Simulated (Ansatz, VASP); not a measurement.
**One calculation of Au, two programs**

```
CELL_PARAMETERS angstrom
2.74841 0.00000 0.00000
0.00000 2.74841 0.00000
0.00000 0.00000 2.74841
ATOMIC_POSITIONS crystal
Au 0.50000 0.50000 0.50000
```

Alike in both runs: task single point; functional PBE; k mesh 10 × 10 × 10; occupations gaussian, width 0.021 eV; no spin polarisation.

|  | VASP | Ansatz |
| --- | --- | --- |
| version | VASP 6.6.1 | Ansatz 0.2.0 |
| potentials or method | VASP PAW PBE potentials, release 64 (Au) | Ansatz PAW |
| plane-wave cutoff (eV) | 520 | 420 |
| valence electrons in the cell | 11 | 19 |

Ansatz gave:

* gap on the k mesh at the Fermi level (eV): none
* pressure (GPa): 0.2

**Question.** Estimate VASP's values.

**Answer.** gap on the k mesh at the Fermi level (eV): none; pressure (GPa): 0.0.

A gap of «none» marks a metal or a gap that the smearing closes. VASP's potentials hold 11 valence electrons a cell and Ansatz's 19, so a difference there can come from the potentials and not from the codes.

Neither program's run includes spin-orbit coupling.
